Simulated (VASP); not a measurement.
# Ni (Fm-3m) in VASP: single point with PBEsol

Aim: the single point of Ni with PBEsol.

Program: VASP 6.6.1. These are calculated values, not measurements. Logs are shortened: lines on timing, memory, paths and dates and some standing lists are left out, and cuts for length are marked.

### Step 1. The cell of the first run

Symmetry: Fm-3m, No. 225, cubic system. Conventional cell: a = 3.535 Å, b = 3.535 Å, c = 3.535 Å, α = 90.00°, β = 90.00°, γ = 90.00°. Ni (site symmetry m-3m) has 12 Ni at 2.50 Å within 3.3 Å.

### Step 2. Single point, PBEsol, collinear spin, ferromagnetic start

Contents of INCAR:

```
PREC     = Accurate       # precision mode
ENCUT    = 520            # plane-wave cutoff, eV
EDIFF    = 1E-6           # SCF threshold, eV
ISMEAR   = -1             # smearing method
SIGMA    = 0.05           # smearing width, eV
LREAL    = F              # projectors in reciprocal space
LASPH    = T              # aspherical terms in the spheres
NELM     = 150            # most SCF steps
ALGO     = Normal         # electronic algorithm
ISIF     = 2              # what is computed and relaxed
LWAVE    = F              # write WAVECAR
LCHARG   = F              # write CHGCAR
ISPIN    = 2              # spin polarisation
MAGMOM   = 0.73 0.73      # initial moments
LORBIT   = 11             # projections on sites
LMAXMIX  = 4              # l up to which the mixer works
GGA      = PS             # functional
NBANDS   = 21             # bands
ISYM     = 0
```

Contents of KPOINTS:

```
Automatic mesh
0
Gamma
  8 14 11
```

Contents of POSCAR:

```
Ni
1.0
   -1.7672600000     -3.5345200000     -1.7672600000
   -1.7672600000      0.0000000000     -1.7672600000
    1.7672600000      0.0000000000     -1.7672600000
Ni
2
Direct
    0.0000000000      0.0000000000      0.0000000000
    0.5000000000      0.0000000000      0.5000000000
```

Potentials or basis: VASP PAW PBE potentials, release 64 (Ni).

The run is started by

```
> cat potpaw_PBE.64/Ni/POTCAR > POTCAR
> mpirun -np 1 vasp_std > vasp.out
```

OUTCAR:

```text
PREC = Accurate
   ENCUT = 520
   EDIFF = 1E-6
   ISMEAR = -1
   LREAL = F
   LASPH = T
   NELM = 150
   ISIF = 2
   ISPIN = 2
   LORBIT = 11
   GGA = PS
   ISYM = 0

 ion  position               nearest neighbor table
   1  0.000  0.000  0.000-   2 2.50   2 2.50   2 2.50   2 2.50   2 2.50   2 2.50   2 2.50   2 2.50

   2  0.500  0.000  0.500-   1 2.50   1 2.50   1 2.50   1 2.50   1 2.50   1 2.50   1 2.50   1 2.50

IMPORTANT INFORMATION: All symmetrisations will be switched off!
NOSYMM: (Re-)initialisation of all symmetry stuff for point group C_1.

----------------------------------------------------------------------------------------

                                     Primitive cell

  volume of cell :      22.0781

  direct lattice vectors                    reciprocal lattice vectors
    -1.767260000 -3.534520000 -1.767260000     0.000000000 -0.282923848  0.000000000
    -1.767260000  0.000000000 -1.767260000    -0.282923848  0.282923848 -0.282923848
     1.767260000  0.000000000 -1.767260000     0.282923848  0.000000000 -0.282923848

  length of vectors
     4.328885243  2.499283060  2.499283060     0.282923848  0.490038480  0.400114743

  position of ions in fractional coordinates (direct lattice)
     0.000000000  0.000000000  0.000000000
     0.500000000  0.000000000  0.500000000

  ion indices of the primitive-cell ions
   primitive index   ion index
                 1           1
                 2           2

----------------------------------------------------------------------------------------

 KPOINTS: Automatic mesh

Automatic generation of k-mesh.
 Grid dimensions read from file:
 generate k-points for:    8   14   11

 Generating k-lattice:

  Cartesian coordinates                     Fractional coordinates (reciprocal lattice)
     0.000000000 -0.035365481  0.000000000     0.125000000  0.000000000  0.000000000
    -0.020208846  0.020208846 -0.020208846     0.000000000  0.071428571  0.000000000
     0.025720350  0.000000000 -0.025720350     0.000000000  0.000000000  0.090909091

  Length of vectors
     0.035365481  0.035002749  0.036374068

  Shift w.r.t. Gamma in fractional coordinates (k-lattice)
     0.000000000  0.000000000  0.000000000

 -----------------------------------------------------------------------------
|                                                                             |
|           W    W    AA    RRRRR   N    N  II  N    N   GGGG   !!!           |
|           W    W   A  A   R    R  NN   N  II  NN   N  G    G  !!!           |
|           W    W  A    A  R    R  N N  N  II  N N  N  G       !!!           |
|           W WW W  AAAAAA  RRRRR   N  N N  II  N  N N  G  GGG   !            |
|           WW  WW  A    A  R   R   N   NN  II  N   NN  G    G                |
|           W    W  A    A  R    R  N    N  II  N    N   GGGG   !!!           |
|                                                                             |
|     Your reciprocal lattice and k-lattice belong to different lattice       |
|     classes:                                                                |
|                                                                             |
|        The reciprocal lattice is simple tetragonal,                         |
|        whereas your k-lattice is simple monoclinic.                         |
|                                                                             |
|     Results are often still useful ...                                      |
|                                                                             |
 -----------------------------------------------------------------------------

 WARNING: IBZKPT: internal override: KBLOWUP is changed to .FALSE.
      ... skipping the blow-up phase ...

 Subroutine IBZKPT returns following result:
 ===========================================

 Found    618 irreducible k-points:

 Following reciprocal coordinates:
            Coordinates               Weight
  0.000000  0.000000  0.000000      1.000000
  0.125000  0.000000  0.000000      2.000000
  0.250000  0.000000  0.000000      2.000000
  0.375000  0.000000  0.000000      2.000000
  0.500000  0.000000  0.000000      1.000000
  0.000000  0.071429  0.000000      2.000000
[... 16 lines left out ...]
  0.125000  0.214286  0.000000      2.000000
  0.250000  0.214286  0.000000      2.000000
 [... further k-points ...]
   k-points           NKPTS =    618   k-points in BZ     NKDIM =    618   number of bands    NBANDS=     21
   number of dos      NEDOS =    301   number of ions     NIONS =      2
   total plane-waves  NPLWV =  12800
   dimension x,y,z NGX =    32 NGY =   20 NGZ =   20
   dimension x,y,z NGXF=    64 NGYF=   40 NGZF=   40
   ions per type =               2
   NGX,Y,Z   is equivalent  to a cutoff of  12.29, 13.30, 13.30 a.u.
   NGXF,Y,Z  is equivalent  to a cutoff of  24.58, 26.61, 26.61 a.u.
 SYSTEM =  unknown system
   PREC   = accura    normal or accurate (medium, high low for compatibility)
   ISTART =      0    job   : 0-new  1-cont  2-samecut
   ICHARG =      2    charge: 1-file 2-atom 10-const
   ISPIN  =      2    spin polarized calculation?
   LNONCOLLINEAR =      F non collinear calculations
   LSORBIT =      F    spin-orbit coupling
   LASPH  =      T    aspherical Exc in radial PAW
   ENCUT  =  520.0 eV  38.22 Ry    6.18 a.u.   8.05  4.65  4.65*2*pi/ulx,y,z
   NELM   =    150;   NELMIN=  2; NELMDL= -5     # of ELM steps
   EDIFF  = 0.1E-05   stopping-criterion for ELM
   LREAL  =      F    real-space projection
   EDIFFG = 0.1E-04   stopping-criterion for IOM
   NSW    =      0    number of steps for IOM
   IBRION =     -1    ionic relax: 0-MD 1-quasi-New 2-CG
   NFREE  =      0    steps in history (QN), initial steepest desc. (CG)
   ISIF   =      2    stress and relaxation
   ISYM   =      0    0-nonsym 1-usesym 2-fastsym
   POTIM  = 0.5000    time-step for ionic-motion
   TEBEG  =    0.0;   TEEND  =   0.0 temperature during run
   PSTRESS=    0.0 pullay stress
   NELECT =      20.0000    total number of electrons
   NUPDOWN=      -1.0000    fix difference up-down
   EMIN   =  10.00;   EMAX   =-10.00  energy-range for DOS
   EFERMI =   0.00;   METHOD = LEGACY
   ISMEAR =    -1;   SIGMA  =   0.05  broadening in eV -4-tet -1-fermi 0-gaus
   EFERMI_NEDOS =   21; number of points for ismear=-14 and -15
   IALGO  =     38    algorithm
   IMIX   =      4    mixing-type and parameters
     AMIX     =   0.40;   BMIX     =  1.00
     AMIX_MAG =   1.60;   BMIX_MAG =  1.00
  volume/ion in A,a.u.               =      11.04        74.50
  Fermi-wavevector in a.u.,A,eV,Ry     =   1.584034  2.993389 34.139227  2.509162
  Thomas-Fermi vector in A             =   2.683713
   LORBIT       =     11    0 simple, 1 ext, 2 COOP (PROOUT), +10 PAW based schemes
   GGA     = PS    functional components
   LHFCALC =     F    Hartree Fock is set to
   AEXX    =    0.0000 exact exchange contribution
   IVDW    =     0    specifies the selected vdW correction
   LEPSILON=     F    determine dielectric tensor
   LRPA    =     F    only Hartree local field effects (RPA)
 spin polarized calculation
  energy-cutoff  :      520.00
  volume of cell :       22.08
 maximum number of plane-waves:       613
   NGX = 17   NGY =  9   NGZ =  9

 number of electron      19.9999988 magnetization       1.2323287

 Free energy of the ion-electron system (eV)
  ---------------------------------------------------
  ext. energy  EPLUGINS =         0.00000000
  ---------------------------------------------------
  free energy    TOTEN  =       -12.23149062 eV

  energy without entropy =      -12.20128341  energy(sigma->0) =      -12.21638702

 E-fermi :   8.9813     XC(G=0): -13.3490

 val. band max:        8.9809329136   @ k =  -0.2500  -0.3571   0.0909
 cond. band min:       8.9816841999   @ k =   0.5000   0.1429   0.3636
 fundamental gap:      0.0007512863
 Fermi energy:         8.9813057861

 spin component 1

 k-point     1 :       0.0000    0.0000    0.0000
  band No.  band energies     occupation
      1       0.0286      1.00000
      2       4.4091      1.00000
      3       4.8698      1.00000
      4       6.5976      1.00000
      5       6.5982      1.00000
      6       6.6034      1.00000
[... 13 lines left out ...]
     20      36.2855      0.00000
     21      36.2860      0.00000

 k-point     2 :       0.1250    0.0000    0.0000
  band No.  band energies     occupation
      1       0.2301      1.00000
      2       4.4175      1.00000
      3       4.9309      1.00000
      4       6.5320      1.00000
      5       6.6534      1.00000
      6       6.6540      1.00000
[... 13 lines left out ...]
     20      34.7472      0.00000
     21      35.3763      0.00000

 k-point     3 :       0.2500    0.0000    0.0000
  band No.  band energies     occupation
      1       0.8215      1.00000
      2       4.3514      1.00000
      3       5.1068      1.00000
      4       6.3314      1.00000
      5       6.8177      1.00000
      6       6.8184      1.00000
[... 13 lines left out ...]
     20      32.3961      0.00000
     21      33.6327      0.00000
[... 457 lines left out ...]
 k-point    23 :       0.1250    0.2143    0.0000
  band No.  band energies     occupation
      1       1.2719      1.00000
      2       4.9433      1.00000
      3       5.2553      1.00000
      4       6.3143      1.00000
      5       6.8158      1.00000
      6       6.8240      1.00000
[... 13 lines left out ...]
     20      36.7981      0.00000
     21      38.6901      0.00000

 k-point    24 :       0.2500    0.2143    0.0000
  band No.  band energies     occupation
      1       1.1936      1.00000
      2       4.9375      1.00000
      3       5.2318      1.00000
      4       6.3129      1.00000
      5       6.8170      1.00000
      6       6.8293      1.00000
[... 13 lines left out ...]
     20      37.6240      0.00000
     21      38.1295      0.00000

 [... further k-points ...]

 spin component 2

 k-point     1 :       0.0000    0.0000    0.0000
  band No.  band energies     occupation
      1       0.0118      1.00000
      2       4.7697      1.00000
      3       5.4514      1.00000
      4       7.3102      1.00000
      5       7.3133      1.00000
      6       7.3143      1.00000
[... 13 lines left out ...]
     20      36.2837      0.00000
     21      36.2858      0.00000

 k-point     2 :       0.1250    0.0000    0.0000
  band No.  band energies     occupation
      1       0.2135      1.00000
      2       4.7593      1.00000
      3       5.5164      1.00000
      4       7.2330      1.00000
      5       7.3709      1.00000
      6       7.3719      1.00000
[... 13 lines left out ...]
     20      34.7993      0.00000
     21      35.3578      0.00000

 k-point     3 :       0.2500    0.0000    0.0000
  band No.  band energies     occupation
      1       0.8062      1.00000
      2       4.6163      1.00000
      3       5.7036      1.00000
      4       7.0162      1.00000
      5       7.5411      1.00000
      6       7.5420      1.00000
[... 13 lines left out ...]
     20      32.4779      0.00000
     21      33.5933      0.00000
[... 457 lines left out ...]
 k-point    23 :       0.1250    0.2143    0.0000
  band No.  band energies     occupation
      1       1.2604      1.00000
      2       5.3451      1.00000
      3       5.7983      1.00000
      4       6.9914      1.00000
      5       7.5066      1.00000
      6       7.5424      1.00000
[... 13 lines left out ...]
     20      36.8477      0.00000
     21      38.6818      0.00000

 k-point    24 :       0.2500    0.2143    0.0000
  band No.  band energies     occupation
      1       1.1810      1.00000
      2       5.3413      1.00000
      3       5.7780      1.00000
      4       6.9957      1.00000
      5       7.5064      1.00000
      6       7.5548      1.00000
[... 13 lines left out ...]
     20      37.6315      0.00000
     21      38.1112      0.00000

 [... further k-points ...]
[... 5 lines left out ...]
  --------------------------------------------------------------------------------------
  -------------------------------------------------------------------------------------
  Total       -1.6848693     -1.6603902     -1.6848707      0.0072994      0.0072995      0.0128844
  in kB     -122.2687459   -120.4923352   -122.2688484      0.5297043      0.5297134      0.9350056
  external PRESSURE =    -121.6766432 kB  Pullay stress =       0.0000000 kB

 VOLUME and BASIS-vectors are now :
 -----------------------------------------------------------------------------
  energy-cutoff  :      520.00
  volume of cell :       22.08
      direct lattice vectors                 reciprocal lattice vectors
    -1.767260000 -3.534520000 -1.767260000     0.000000000 -0.282923848  0.000000000
    -1.767260000  0.000000000 -1.767260000    -0.282923848  0.282923848 -0.282923848
     1.767260000  0.000000000 -1.767260000     0.282923848  0.000000000 -0.282923848

 POSITION                                       TOTAL-FORCE (eV/Angst)
 -----------------------------------------------------------------------------------
      0.00000      0.00000      0.00000         0.000000     -0.000000     -0.000000
      0.00000     -1.76726     -1.76726        -0.000000      0.000000      0.000000
 -----------------------------------------------------------------------------------
    total drift:                               -0.000000     -0.000000     -0.000000

  FREE ENERGIE OF THE ION-ELECTRON SYSTEM (eV)
  ---------------------------------------------------
  free  energy   TOTEN  =       -12.2314906239 eV

  energy  without entropy=      -12.2012834073  energy(sigma->0) =      -12.21638702

 total charge

# of ion       s       p       d       tot
------------------------------------------
    1        0.494   0.490   8.304   9.287
    2        0.494   0.490   8.304   9.287
--------------------------------------------------
tot          0.987   0.980  16.607  18.574

 magnetization (x)

# of ion       s       p       d       tot
------------------------------------------
    1       -0.007  -0.024   0.658   0.628
    2       -0.007  -0.024   0.658   0.628
--------------------------------------------------
tot         -0.013  -0.048   1.316   1.255
```

It took 2.5 min on 1 thread of Intel Xeon 6975P-C (Granite Rapids), shared host; peak memory 0.46 GiB.

What came out:

```yaml
Free_energy: -12.2315 eV
Pressure: -12.2 GPa
Net_moment: 1.23 μB per cell
Site_moments: Ni +0.63 μB
Valence_electrons_inside_the_program's_atomic_spheres: Ni 9.29
```

Stress tensor (GPa, compression positive):
```
-12.23   0.05   0.09
  0.05 -12.05   0.05
  0.09   0.05 -12.23
```

Levels at points of the mesh, in eV from the Fermi level:
Spin up:
| k point | band 7 | band 8 | band 9 | band 10 | band 11 | band 12 | band 13 | band 14 | band 15 | band 16 |
| --- | --- | --- | --- | --- | --- | --- | --- | --- | --- | --- |
| (0.00, 0.00, 0.00) | -1.24 | -1.24 | -0.54 | -0.46 | -0.46 | 2.39 | 9.07 | 14.64 | 14.64 | 19.52 |
| (0.50, 0.00, 0.00) | -1.56 | -1.56 | -1.56 | -1.56 | -0.89 | -0.89 | 19.02 | 19.02 | 19.02 | 19.02 |
| (0.00, 0.50, 0.00) | -0.59 | -0.59 | -0.59 | -0.59 | -0.31 | -0.31 | 5.55 | 5.55 | 22.08 | 22.08 |
| (0.50, 0.50, 0.00) | -1.66 | -1.66 | -1.36 | -1.36 | 0.94 | 0.94 | 11.36 | 11.36 | 12.74 | 12.74 |
Spin down:
```csv
k point,band 6,band 7,band 8,band 9,band 10,band 11,band 12,band 13,band 14,band 15
"(0.00, 0.00, 0.00)",-1.67,-0.63,-0.63,0.09,0.36,0.36,2.37,9.33,14.66,14.66
"(0.50, 0.00, 0.00)",-1.32,-0.81,-0.81,-0.81,-0.81,-0.28,-0.28,19.10,19.10,19.11
"(0.00, 0.50, 0.00)",-1.76,-0.35,-0.35,0.15,0.15,0.15,0.15,5.96,5.96,21.97
"(0.50, 0.50, 0.00)",-2.17,-1.09,-1.09,-0.59,-0.59,1.50,1.50,11.56,11.56,12.86
```

Caveat: the cell stands under tension; the PAW data sets were made with another functional, which shifts forces and pressure a little.
